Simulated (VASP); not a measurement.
A run of VASP 6.6.1 is set up as follows.

File POSCAR:

```
Be
1.0
   -1.2531210000      1.2531210000      1.2531210000
    1.2531210000     -1.2531210000      1.2531210000
    1.2531210000      1.2531210000     -1.2531210000
Be
1
Direct
    0.0000000000      0.0000000000      0.0000000000
```

The input INCAR.step1:

```
  PREC = Accurate
  ENCUT = 600
  ISMEAR = 1
  SIGMA = 0.1
  LREAL = False
  LASPH = True
  NELM = 80
  GGA = PE
  ALGO = Normal
  EDIFF = 1E-4
  LWAVE = True
  LCHARG = False
```

File INCAR.step2:

```
  PREC = Accurate
  ENCUT = 600
  EDIFF = 1E-6
  ISMEAR = 1
  SIGMA = 0.1
  LREAL = False
  LASPH = True
  NELM = 80
  ALGO = Normal
  ISIF = 3
  LWAVE = False
  LCHARG = False
  METAGGA = R2SCAN
  LMIXTAU = True
  IBRION = 2
  NSW = 60
  EDIFFG = -0.01
  ISTART = 1
```

The input KPOINTS:

```
Automatic mesh
0
Gamma
  12 12 12
```

Potentials or basis: VASP PAW PBE potentials, release 64 (Be).

Command:

```console
$ cat potpaw_PBE.64/Be/POTCAR > POTCAR
$ cp INCAR.step1 INCAR
$ mpirun -np 1 vasp_std > vasp.out
$ cp INCAR.step2 INCAR
$ mpirun -np 1 vasp_std > vasp.out
```

Predict the space group after relaxing (to 0.1 Å).

Im-3m (No. 229).

What does it give for the relaxed volume?

7.84 Å³/atom.

Final structure:
```
Be
1.0
    -1.25151    1.25151    1.25151
     1.25151   -1.25151    1.25151
     1.25151    1.25151   -1.25151
Be
1
Direct
  0.00000 0.00000 0.00000
```

Caveat: the PAW data sets were made with another functional, which shifts forces and pressure a little.
